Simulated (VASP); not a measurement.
Write the native input for VASP 6.6.1 that does the following.

| Property | Result |
| --- | --- |
| Task | relaxation of cell and atoms |
| Functional | PBE |
| Potentials or basis | VASP PAW PBE potentials, release 64 (Ni, Al) |
| Cutoff | 600 eV |
| k mesh | 16 × 16 × 14 |
| Occupations | fermi-dirac, width 0.05 eV |
| Spin | no spin polarisation |
| Target pressure | 140 GPa |
| Dipole correction | no |
| Further INCAR settings | ALGO = Normal; EDIFF = 1e-06; IBRION = 2; EDIFFG = -0.005; NSW = 60; ISIF = 3 |

The structure of AlNi (WC type) lies in POSCAR:

```
AlNi
1.0
    2.7566217906      0.0000000000      0.0000000000
   -1.3783108953      2.3873044993      0.0000000000
    0.0000000000      0.0000000000      2.7014893548
Ni Al
1 1
Direct
    0.0000000000      0.0000000000      0.0000000000
    0.3333333333      0.6666666667      0.5000000000
```

One way to write it, as run:

INCAR

```
SYSTEM = AlNi
ALGO = Normal ; EDIFF = 1E-6
EDIFFG = -0.005 ; ENCUT = 600
GGA = PE ; IBRION = 2
ISIF = 3 ; ISMEAR = -1
LASPH = .TRUE. ; LCHARG = .FALSE.
LREAL = .FALSE. ; LWAVE = .FALSE.
NELM = 80 ; NSW = 60
PREC = Accurate ; PSTRESS = 1400.0
SIGMA = 0.05
```

KPOINTS

```
k-points
0
G
  16 16 14
  0 0 0
```

Potentials or basis: VASP PAW PBE potentials, release 64 (Ni, Al).

Command:

```sh
$ cat potpaw_PBE.64/Ni/POTCAR potpaw_PBE.64/Al/POTCAR > POTCAR
$ mpirun -np 1 vasp_std > vasp.out
```

It gave:

```json
{
  "Relaxed volume": "8.39 Å³/atom",
  "Relaxed cell": "a = 2.371 Å, b = 2.371 Å, c = 3.447 Å, α = 90.00°, β = 90.00°, γ = 120.00°",
  "Space group after relaxing (to 0.05 Å)": "P-6m2 (No. 187)",
  "Energy change on relaxing (the enthalpy is what falls)": "-282.9 meV/atom",
  "Ionic steps": "29",
  "Pressure after relaxing": "140.1 GPa"
}
```

Caveat: the cell is relaxed towards a set pressure, so the enthalpy falls and the energy may rise.

Wall time 5.8 min on 1 thread of Intel(R) Xeon(R) Platinum 8488C (Sapphire Rapids), on a shared host, peak memory 0.21 GiB.
